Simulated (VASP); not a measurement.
Input of a VASP 6.6.1 run:

Contents of INCAR:

```
SYSTEM = Na3TeH
PREC = Accurate
ENCUT = 600
EDIFF = 1E-7
ISMEAR = 0
SIGMA = 0.02
LREAL = .False.
LASPH = .True.
NELM = 80
ALGO = Normal
ISIF = 3
LWAVE = .False.
LCHARG = .False.
GGA = PE
IBRION = 2
NSW = 100
EDIFFG = -0.005
```

KPOINTS

```
regular mesh
0
Gamma
  6 6 6
  0 0 0
```

POSCAR

```
Na3TeH
1.0
    4.7671700000      0.0000000000      0.0000000000
    0.0000000000      4.7671700000      0.0000000000
    0.0000000000      0.0000000000      4.7671700000
Na Te H
3 1 1
Direct
    0.5000000000      0.0000000000      0.5000000000
    0.0000000000      0.5000000000      0.5000000000
    0.5000000000      0.5000000000      0.0000000000
    0.0000000000      0.0000000000      0.0000000000
    0.5000000000      0.5000000000      0.5000000000
```

Potentials or basis: VASP PAW PBE potentials, release 64 (Na_pv, Te, H).

Command:

```bash
$ cat potpaw_PBE.64/Na_pv/POTCAR potpaw_PBE.64/Te/POTCAR potpaw_PBE.64/H/POTCAR > POTCAR
$ mpirun -np 1 vasp_std > vasp.out
```

Question: Estimate the space group after relaxing (to 0.1 Å).

Answer: Pm-3m (No. 221).

Question: Predict the relaxed volume.

Answer: 21.61 Å³/atom.

Question: Predict the relaxed cell.

Answer: a = 4.763 Å, b = 4.763 Å, c = 4.763 Å, α = 90.00°, β = 90.00°, γ = 90.00°.

Final structure:
```
Na Te H
1.0
     4.76287    0.00000    0.00000
     0.00000    4.76287    0.00000
     0.00000    0.00000    4.76287
Na Te H
3 1 1
Cartesian
  2.3814 0.0000 2.3814
  0.0000 2.3814 2.3814
  2.3814 2.3814 0.0000
  0.0000 0.0000 0.0000
  2.3814 2.3814 2.3814
```
